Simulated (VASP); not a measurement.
Input of a VASP 6.6.1 run:

The input INCAR:

```
ALGO = Normal ; EDIFF = 1E-6
ENCUT = 520 ; GGA = PE
ISIF = 2 ; ISMEAR = 0
LASPH = True ; LCHARG = False
LREAL = False ; LWAVE = False
NBANDS = 15 ; NELM = 100
PREC = Accurate ; SIGMA = 0.05
```

Contents of KPOINTS:

```
k-points
0
Gamma
  6 6 4
```

File POSCAR:

```
MgI2
1.0
    4.2072027146      0.0000000000     -0.1541939795
   -2.1036013573      3.6435444297      0.0770969897
   -0.2862996457      0.0000000000      7.7078270244
Mg I
1 2
Direct
    0.0000000000      0.0000000000      0.0000000000
    0.3050762936      0.6670648685      0.7826963257
    0.6949237064      0.3329351315      0.2173036743
```

Potentials or basis: VASP PAW PBE potentials, release 64 (Mg, I).

Run with:

```console
$ cat potpaw_PBE.64/Mg/POTCAR potpaw_PBE.64/I/POTCAR > POTCAR
$ mpirun -np 1 vasp_std > vasp.out
```

**Question.** What does it give for the pressure?

**Answer.** 0.0 GPa.

**Question.** What does it give for the band gap on the k mesh?

**Answer.** 3.55 eV, indirect (least direct gap 3.70 eV).

Forces in eV/Å, atoms in the order of the input:
```
Mg   0.000  0.000  0.000
I   -0.002 -0.001  0.011
I    0.002  0.001 -0.011
```

Caveat: the cell differs from its parent crystal (engineering shear strain xz -0.0733, normal strain along z -0.0133); spin-orbit coupling is left out, which moves the levels of the heavy elements. A k mesh can miss the band edges.
